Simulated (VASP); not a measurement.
# Al (Fd-3m) in VASP: a series of runs

Aim: see how the results for Al move with the level of theory and the settings. Levels: r2SCAN, r2SCAN0. Tasks: single point.

All numbers are computed with VASP 6.6.1; they aren't measurements. Logs are shortened: lines on timing, memory, paths and dates and some standing lists are left out, and cuts for length are marked.

## Step 1: The cell of the first run

It takes space group Fd-3m (No. 227, cubic). Conventional cell: a = 6.027 Å, b = 6.027 Å, c = 6.027 Å, α = 90.00°, β = 90.00°, γ = 90.00°. Within 3.4 Å of Al (site symmetry -43m) lie 4 Al at 2.61 Å.

## Step 2: Single point, r2SCAN

File POSCAR:

```
Al
1.0
    0.0000000000      3.0137355255      3.0137355255
    3.0137355255      0.0000000000      3.0137355255
    3.0137355255      3.0137355255      0.0000000000
Al
2
Direct
    0.1250000000      0.1250000000      0.1250000000
    0.8750000000      0.8750000000      0.8750000000
```

File INCAR.step1:

```
SYSTEM = Al
PREC     = Accurate       ! precision mode
ENCUT    = 520            ! plane-wave cutoff, eV
ISMEAR   = -1             ! smearing method
SIGMA    = 0.1            ! smearing width, eV
LREAL    = .FALSE.        ! projectors in reciprocal space
LASPH    = .TRUE.         ! aspherical terms in the spheres
NELM     = 60             ! most SCF steps
NBANDS   = 10             ! bands
GGA      = PE             ! functional
ALGO     = Normal         ! electronic algorithm
EDIFF    = 1E-4           ! SCF threshold, eV
LWAVE    = .TRUE.         ! write WAVECAR
LCHARG   = .FALSE.        ! write CHGCAR
```

File INCAR.step2:

```
SYSTEM = Al
PREC     = Accurate       ! precision mode
ENCUT    = 520            ! plane-wave cutoff, eV
EDIFF    = 1E-7           ! SCF threshold, eV
ISMEAR   = -1             ! smearing method
SIGMA    = 0.1            ! smearing width, eV
LREAL    = .FALSE.        ! projectors in reciprocal space
LASPH    = .TRUE.         ! aspherical terms in the spheres
NELM     = 60             ! most SCF steps
ALGO     = Normal         ! electronic algorithm
ISIF     = 2              ! what is computed and relaxed
LWAVE    = .FALSE.        ! write WAVECAR
LCHARG   = .FALSE.        ! write CHGCAR
METAGGA  = R2SCAN         ! meta-GGA
LMIXTAU  = .TRUE.       
NBANDS   = 10             ! bands
ISTART   = 1
```

File KPOINTS:

```
Automatic mesh
0
G
  5 5 5
  0 0 0
```

Potentials or basis: VASP PAW PBE potentials, release 64 (Al).

The run is started by

```
cat potpaw_PBE.64/Al/POTCAR > POTCAR
cp INCAR.step1 INCAR
mpirun -np 1 vasp_std > vasp.out
cp INCAR.step2 INCAR
mpirun -np 1 vasp_std > vasp.out
```

OUTCAR:

```text
SYSTEM = Al
   PREC = Accurate
   ENCUT = 520
   EDIFF = 1E-7
   ISMEAR = -1
   LREAL = .FALSE.
   LASPH = .TRUE.
   NELM = 60
   ISIF = 2
   METAGGA = R2SCAN
   ISTART = 1

 ion  position               nearest neighbor table
   1  0.125  0.125  0.125-   2 2.61   2 2.61   2 2.61   2 2.61
   2  0.875  0.875  0.875-   1 2.61   1 2.61   1 2.61   1 2.61

  LATTYP: Found a face centered cubic cell.
 ALAT       =     6.0274710510

  Lattice vectors:

 A1 = (   0.0000000000,   3.0137355255,   3.0137355255)
 A2 = (   3.0137355255,   0.0000000000,   3.0137355255)
 A3 = (   3.0137355255,   3.0137355255,   0.0000000000)

Analysis of symmetry for initial positions (statically):
=====================================================================
 Subroutine PRICEL returns:
 Original cell was already a primitive cell.

 Routine SETGRP: Setting up the symmetry group for a
 face centered cubic supercell.

 Subroutine GETGRP returns: Found 48 space group operations
 (whereof 12 operations were pure point group operations)
 out of a pool of 48 trial point group operations.

The static configuration has the point symmetry D_3d.
 The point group associated with its full space group is O_h .

Analysis of symmetry for dynamics (positions and initial velocities):
=====================================================================
 Subroutine PRICEL returns:
 Original cell was already a primitive cell.

 Routine SETGRP: Setting up the symmetry group for a
 face centered cubic supercell.

 Subroutine GETGRP returns: Found 48 space group operations
 (whereof 12 operations were pure point group operations)
 out of a pool of 48 trial point group operations.

The dynamic configuration has the point symmetry D_3d.
 The point group associated with its full space group is O_h .

 Subroutine INISYM returns: Found 48 space group operations
 (whereof 12 operations are pure point group operations),
 and found     1 'primitive' translations

----------------------------------------------------------------------------------------

                                     Primitive cell

  volume of cell :      54.7451

  direct lattice vectors                    reciprocal lattice vectors
     0.000000000  3.013735526  3.013735526    -0.165907060  0.165907060  0.165907060
     3.013735526  0.000000000  3.013735526     0.165907060 -0.165907060  0.165907060
     3.013735526  3.013735526  0.000000000     0.165907060  0.165907060 -0.165907060

  length of vectors
     4.262065654  4.262065654  4.262065654     0.287359457  0.287359457  0.287359457

[... 72 lines left out ...]
   ISYM   =      2    0-nonsym 1-usesym 2-fastsym
   POTIM  = 0.5000    time-step for ionic-motion
   TEBEG  =    0.0;   TEEND  =   0.0 temperature during run
   PSTRESS=    0.0 pullay stress
   NELECT =       6.0000    total number of electrons
   NUPDOWN=      -1.0000    fix difference up-down
   EMIN   =  10.00;   EMAX   =-10.00  energy-range for DOS
   EFERMI =   0.00;   METHOD = LEGACY
   ISMEAR =    -1;   SIGMA  =   0.10  broadening in eV -4-tet -1-fermi 0-gaus
   EFERMI_NEDOS =   21; number of points for ismear=-14 and -15
   IALGO  =     38    algorithm
   IMIX   =      4    mixing-type and parameters
     AMIX     =   0.40;   BMIX     =  1.00
     AMIX_MAG =   1.60;   BMIX_MAG =  1.00
  volume/ion in A,a.u.               =      27.37       184.72
  Fermi-wavevector in a.u.,A,eV,Ry     =   0.783448  1.480502  8.351128  0.613791
  Thomas-Fermi vector in A             =   1.887378
   LORBIT       =      0    0 simple, 1 ext, 2 COOP (PROOUT), +10 PAW based schemes
   METAGGA = R2SCAN    functional components
   LHFCALC =     F    Hartree Fock is set to
   AEXX    =    0.0000 exact exchange contribution
   IVDW    =     0    specifies the selected vdW correction
   LEPSILON=     F    determine dielectric tensor
   LRPA    =     F    only Hartree local field effects (RPA)
 non-spin polarized calculation
  energy-cutoff  :      520.00
  volume of cell :       54.75
 maximum number of plane-waves:      1485
   NGX = 15   NGY = 15   NGZ = 15

 number of electron       6.0000000 magnetization

 Free energy of the ion-electron system (eV)
  ---------------------------------------------------
  ext. energy  EPLUGINS =         0.00000000
  ---------------------------------------------------
  free energy    TOTEN  =       -11.88332624 eV

  energy without entropy =      -11.83140288  energy(sigma->0) =      -11.85736456

 E-fermi :   2.6592     XC(G=0):  -8.5722

 val. band max:        2.5819709618   @ k =  -0.4000   0.4000   0.0000
 cond. band min:       2.8822973577   @ k =   0.2000   0.2000   0.0000
 fundamental gap:      0.3003263958
 Fermi energy:         2.6591926622

 k-point     1 :       0.0000    0.0000    0.0000
  band No.  band energies     occupation
      1      -5.5410      2.00000
      2       5.0196      0.00000
      3       5.0196      0.00000
      4       5.0196      0.00000
      5       6.9621      0.00000
      6       6.9621      0.00000
      7       6.9621      0.00000
      8       8.7688      0.00000
      9      11.0792      0.00000
     10      11.0792      0.00000
[... 105 lines left out ...]
 k-point    10 :      -0.4000    0.4000    0.2000
  band No.  band energies     occupation
      1      -2.6684      2.00000
      2      -0.6426      2.00000
      3       1.2103      2.00000
      4       2.1191      1.99101
      5       7.6555      0.00000
      6       7.8183      0.00000
      7       8.7168      0.00000
      8      11.5389      0.00000
      9      12.4107      0.00000
     10      13.7570      0.00000

------------------------ aborting loop because EDIFF is reached ----------------------------------------

  FORCE on cell =-STRESS in cart. coord.  units (eV):
  Direction    XX          YY          ZZ          XY          YZ          ZX
  --------------------------------------------------------------------------------------
  -------------------------------------------------------------------------------------
  Total       -0.0883350     -0.0883350     -0.0883350      0.0000000      0.0000000      0.0000000
  in kB       -2.5852223     -2.5852223     -2.5852223      0.0000000      0.0000000      0.0000000
  external PRESSURE =      -2.5852223 kB  Pullay stress =       0.0000000 kB

 VOLUME and BASIS-vectors are now :
 -----------------------------------------------------------------------------
  energy-cutoff  :      520.00
  volume of cell :       54.75
      direct lattice vectors                 reciprocal lattice vectors
     0.000000000  3.013735526  3.013735526    -0.165907060  0.165907060  0.165907060
     3.013735526  0.000000000  3.013735526     0.165907060 -0.165907060  0.165907060
     3.013735526  3.013735526  0.000000000     0.165907060  0.165907060 -0.165907060

 POSITION                                       TOTAL-FORCE (eV/Angst)
 -----------------------------------------------------------------------------------
      0.75343      0.75343      0.75343         0.000000      0.000000      0.000000
      5.27404      5.27404      5.27404        -0.000000     -0.000000     -0.000000
 -----------------------------------------------------------------------------------
    total drift:                                0.000000     -0.000000     -0.000000

  FREE ENERGIE OF THE ION-ELECTRON SYSTEM (eV)
  ---------------------------------------------------
  free  energy   TOTEN  =       -11.8833262377 eV

  energy  without entropy=      -11.8314028813  energy(sigma->0) =      -11.85736456
```

It took 35 s on 1 thread of AMD EPYC 7R43 (Zen 3), shared host; peak memory 0.13 GiB.

Results:

```yaml
Free_energy: -11.8833 eV
Pressure: -0.3 GPa
Band_gap_on_the_k_mesh: zero (band 3 reaches 5.02 eV, above the bottom of band 4 at 2.12 eV)
```

Caveat: the k points lie up to 0.36 Å⁻¹ apart; the PAW data sets were made with another functional, which shifts forces and pressure a little.

## Step 3: Single point, r2SCAN0

POSCAR is that of step 2.

File INCAR.step1:

```
SYSTEM = Al
ALGO = Normal ; EDIFF = 1E-5
ENCUT = 520 ; GGA = PE
ISIF = 2 ; ISMEAR = -1
LASPH = .True. ; LCHARG = .False.
LREAL = .False. ; LWAVE = .True.
NBANDS = 10 ; NELM = 80
PREC = Accurate ; SIGMA = 0.1
```

File INCAR.step2:

```
SYSTEM = Al
AEXX = 0.25 ; ALGO = Normal
EDIFF = 1E-6 ; ENCUT = 520
ISIF = 2 ; ISMEAR = -1
ISTART = 1 ; LASPH = .True.
LCHARG = .False. ; LHFCALC = .True.
LMIXTAU = .True. ; LREAL = .False.
LWAVE = .False. ; METAGGA = R2SCAN
NBANDS = 10 ; NELM = 80
PREC = Accurate ; PRECFOCK = Normal
SIGMA = 0.1
```

File KPOINTS:

```
k-points
0
Gamma
  5 5 5
  0 0 0
```

Potentials or basis: VASP PAW PBE potentials, release 64 (Al).

The run is started by

```
cat potpaw_PBE.64/Al/POTCAR > POTCAR
cp INCAR.step1 INCAR
mpirun -np 1 vasp_std > vasp.out
cp INCAR.step2 INCAR
mpirun -np 1 vasp_std > vasp.out
```

OUTCAR:

```text
SYSTEM = Al
   AEXX = 0.25
   EDIFF = 1E-6
   ENCUT = 520
   ISIF = 2
   ISMEAR = -1
   ISTART = 1
   LASPH = .True.
   LHFCALC = .True.
   LREAL = .False.
   METAGGA = R2SCAN
   NELM = 80
   PREC = Accurate
   PRECFOCK = Normal

 ion  position               nearest neighbor table
   1  0.125  0.125  0.125-   2 2.61   2 2.61   2 2.61   2 2.61
   2  0.875  0.875  0.875-   1 2.61   1 2.61   1 2.61   1 2.61

  LATTYP: Found a face centered cubic cell.
 ALAT       =     6.0274710510

  Lattice vectors:
[... 309 lines left out ...]

------------------------ aborting loop because EDIFF is reached ----------------------------------------

  FORCE on cell =-STRESS in cart. coord.  units (eV):
  Direction    XX          YY          ZZ          XY          YZ          ZX
  --------------------------------------------------------------------------------------
  -------------------------------------------------------------------------------------
  Total       -0.2321676     -0.2321676     -0.2321676      0.0000000      0.0000000      0.0000000
  in kB       -6.7946455     -6.7946455     -6.7946455      0.0000000      0.0000000      0.0000000
  external PRESSURE =      -6.7946455 kB  Pullay stress =       0.0000000 kB

 VOLUME and BASIS-vectors are now :
 -----------------------------------------------------------------------------
  energy-cutoff  :      520.00
  volume of cell :       54.75
      direct lattice vectors                 reciprocal lattice vectors
     0.000000000  3.013735526  3.013735526    -0.165907060  0.165907060  0.165907060
     3.013735526  0.000000000  3.013735526     0.165907060 -0.165907060  0.165907060
     3.013735526  3.013735526  0.000000000     0.165907060  0.165907060 -0.165907060

 POSITION                                       TOTAL-FORCE (eV/Angst)
 -----------------------------------------------------------------------------------
      0.75343      0.75343      0.75343         0.000000      0.000000     -0.000000
      5.27404      5.27404      5.27404        -0.000000     -0.000000      0.000000
 -----------------------------------------------------------------------------------
    total drift:                               -0.000000      0.000000     -0.000000

  FREE ENERGIE OF THE ION-ELECTRON SYSTEM (eV)
  ---------------------------------------------------
  free  energy   TOTEN  =       -11.5907026878 eV

  energy  without entropy=      -11.5681116299  energy(sigma->0) =      -11.57940716
```

OUTCAR.step1:

```text
SYSTEM = Al
   EDIFF = 1E-5
   ENCUT = 520
   GGA = PE
   ISIF = 2
   ISMEAR = -1
   LASPH = .True.
[... 335 lines left out ...]
      0.75343      0.75343      0.75343         0.000000     -0.000000     -0.000000
      5.27404      5.27404      5.27404        -0.000000      0.000000      0.000000
 -----------------------------------------------------------------------------------
    total drift:                                0.000000      0.000000     -0.000000

  FREE ENERGIE OF THE ION-ELECTRON SYSTEM (eV)
  ---------------------------------------------------
  free  energy   TOTEN  =        -6.0439377736 eV

  energy  without entropy=       -5.9885846282  energy(sigma->0) =       -6.01626120
```

OSZICAR.step1:

```text
N       E                     dE             d eps       ncg     rms          rms(c)
DAV:   1     0.263052880201E+00    0.26305E+00   -0.19721E+03   200   0.434E+02
DAV:   2    -0.588064837249E+01   -0.61437E+01   -0.60387E+01   274   0.465E+01
DAV:   3    -0.603340742642E+01   -0.15276E+00   -0.14817E+00   252   0.638E+00
DAV:   4    -0.603521390501E+01   -0.18065E-02   -0.18059E-02   240   0.767E-01
DAV:   5    -0.603525669913E+01   -0.42794E-04   -0.42794E-04   260   0.111E-01    0.153E+00
DAV:   6    -0.604096586487E+01   -0.57092E-02   -0.19135E-03   228   0.236E-01    0.955E-01
DAV:   7    -0.604386328219E+01   -0.28974E-02   -0.52466E-03   216   0.398E-01    0.870E-02
DAV:   8    -0.604391869834E+01   -0.55416E-04   -0.19339E-04   212   0.631E-02    0.498E-02
DAV:   9    -0.604393736151E+01   -0.18663E-04   -0.28742E-05   224   0.279E-02    0.791E-03
DAV:  10    -0.604393777363E+01   -0.41212E-06   -0.65981E-07   118   0.547E-03
   1 F= -.60439378E+01 E0= -.60162612E+01  d E =-.553531E-01
```

Wall time 6.6 min (1 thread of AMD EPYC 7R43 (Zen 3), shared host); peak memory 0.15 GiB.

Results:

| Quantity | Value |
| --- | --- |
| Free energy | -11.5907 eV |
| Pressure | -0.7 GPa |
| Band gap on the k mesh | zero (band 3 reaches 5.63 eV, above the bottom of band 4 at 1.69 eV) |

Levels at points of the mesh, in eV from the Fermi level:
```csv
k point,band 1,band 2,band 3,band 4,band 5,band 6
"(0.00, 0.00, 0.00)",-9.60,3.12,3.12,3.12,5.17,5.17
```

Caveat: the k points lie up to 0.36 Å⁻¹ apart; the PAW data sets were made with another functional, which shifts forces and pressure a little.

## Step 4: Single point, r2SCAN (volume scaled by 0.88)

File POSCAR:

```
Al
1.0
    0.0000000000      2.8880144478      2.8880144478
    2.8880144478      0.0000000000      2.8880144478
    2.8880144478      2.8880144478      0.0000000000
Al
2
Direct
    0.1250000000      0.1250000000      0.1250000000
    0.8750000000      0.8750000000      0.8750000000
```

File INCAR.step1:

```
SYSTEM = Al
  ALGO = Normal
  EDIFF = 1E-4
  ENCUT = 520
  GGA = PE
  ISMEAR = -1
  LASPH = .True.
  LCHARG = .False.
  LREAL = .False.
  LWAVE = .True.
  NBANDS = 10
  NELM = 100
  PREC = Accurate
  SIGMA = 0.1
```

File INCAR.step2:

```
SYSTEM = Al
  ALGO = Normal
  EDIFF = 1E-6
  ENCUT = 520
  ISIF = 2
  ISMEAR = -1
  ISTART = 1
  LASPH = .True.
  LCHARG = .False.
  LMIXTAU = .True.
  LREAL = .False.
  LWAVE = .False.
  METAGGA = R2SCAN
  NBANDS = 10
  NELM = 100
  PREC = Accurate
  SIGMA = 0.1
```

File KPOINTS:

```
k-points
0
Gamma
  10 10 10
  0 0 0
```

The run is started by

```
cat potpaw_PBE.64/Al/POTCAR > POTCAR
cp INCAR.step1 INCAR
mpirun -np 1 vasp_std > vasp.out
cp INCAR.step2 INCAR
mpirun -np 1 vasp_std > vasp.out
```

Run time: 36 s. Hardware: 1 thread of AMD EPYC 9R45 (Zen 5), shared host; peak memory 0.14 GiB.

The run converged. Its results:

```
Free energy            : -11.7534 eV
Pressure               : 6.5 GPa
Band gap on the k mesh : zero (band 3 reaches 6.16 eV, above the bottom of band 4 at 2.01 eV)
```

Levels at points of the mesh, in eV from the Fermi level:
```csv
k point,band 1,band 2,band 3,band 4,band 5,band 6,band 7,band 8
"(0.00, 0.00, 0.00)",-8.89,2.52,2.52,2.52,4.46,4.46,4.46,7.47
"(0.50, 0.00, 0.00)",-6.43,-4.40,1.32,1.32,4.29,4.81,4.81,8.62
"(0.50, 0.50, 0.00)",-4.73,-4.73,-0.49,-0.49,2.36,2.36,12.04,12.04
```

Caveat: the PAW data sets were made with another functional, which shifts forces and pressure a little.

## Step 5: Single point, r2SCAN (volume scaled by 0.92)

File POSCAR:

```
Al
1.0
    0.0000000000      2.9311254969      2.9311254969
    2.9311254969      0.0000000000      2.9311254969
    2.9311254969      2.9311254969      0.0000000000
Al
2
Direct
    0.1250000000      0.1250000000      0.1250000000
    0.8750000000      0.8750000000      0.8750000000
```

File INCAR.step1:

```
ALGO     = Normal         # electronic algorithm
EDIFF    = 1E-4           # SCF threshold, eV
ENCUT    = 520            # plane-wave cutoff, eV
GGA      = PE             # functional
ISMEAR   = -1             # smearing method
LASPH    = True           # aspherical terms in the spheres
LCHARG   = False          # write CHGCAR
LREAL    = False          # projectors in reciprocal space
LWAVE    = True           # write WAVECAR
NBANDS   = 10             # bands
NELM     = 60             # most SCF steps
PREC     = Accurate       # precision mode
SIGMA    = 0.1            # smearing width, eV
```

File INCAR.step2:

```
ALGO     = Normal         # electronic algorithm
EDIFF    = 1E-6           # SCF threshold, eV
ENCUT    = 520            # plane-wave cutoff, eV
ISIF     = 2              # what is computed and relaxed
ISMEAR   = -1             # smearing method
ISTART   = 1            
LASPH    = True           # aspherical terms in the spheres
LCHARG   = False          # write CHGCAR
LMIXTAU  = True         
LREAL    = False          # projectors in reciprocal space
LWAVE    = False          # write WAVECAR
METAGGA  = R2SCAN         # meta-GGA
NBANDS   = 10             # bands
NELM     = 60             # most SCF steps
PREC     = Accurate       # precision mode
SIGMA    = 0.1            # smearing width, eV
```

File KPOINTS:

```
k-points
0
Gamma
  10 10 10
```

The run is started by

```
cat potpaw_PBE.64/Al/POTCAR > POTCAR
cp INCAR.step1 INCAR
mpirun -np 1 vasp_std > vasp.out
cp INCAR.step2 INCAR
mpirun -np 1 vasp_std > vasp.out
```

Run time: 42 s. Hardware: 1 thread of AMD EPYC 9R45 (Zen 5), shared host; peak memory 0.15 GiB.

Results (log left out):

- Free energy: -11.8235 eV
- Pressure: 3.8 GPa
- Band gap on the k mesh: zero (band 3 reaches 5.75 eV, above the bottom of band 4 at 1.78 eV)

Levels at points of the mesh, in eV from the Fermi level:
```
           k point  band 1  band 2  band 3  band 4  band 5  band 6
(0.00, 0.00, 0.00)   -8.68    2.42    2.42    2.42    4.37    4.37
(0.50, 0.00, 0.00)   -6.33   -4.27    1.26    1.26    4.08    4.76
(0.50, 0.50, 0.00)   -4.67   -4.67   -0.47   -0.47    2.36    2.36
```

Caveat: the PAW data sets were made with another functional, which shifts forces and pressure a little.

## Step 6: Overview

```csv
level,cell,k mesh,grid for exact exchange (PRECFOCK),gap on the mesh (eV),pressure (GPa)
r2SCAN,"a = 4.262 Å, angles 60.0°, 2 atoms",5 × 5 × 5,-,none,-0.3
r2SCAN0,"a = 4.262 Å, angles 60.0°, 2 atoms",5 × 5 × 5,Normal,none,-0.7
r2SCAN,"a = 4.084 Å, angles 60.0°, 2 atoms",10 × 10 × 10,-,none,6.5
r2SCAN,"a = 4.145 Å, angles 60.0°, 2 atoms",10 × 10 × 10,-,none,3.8
```

Alike in all rows: task single point; potentials or basis VASP PAW PBE potentials, release 64 (Al); no spin polarisation; cutoff (eV) 520; smearing fermi-dirac 0.1 eV.

Caveats: some runs use coarse meshes; the PAW data sets were made with another functional, which shifts forces and pressure a little.

Absolute energies hang on the potentials; compare differences alone.
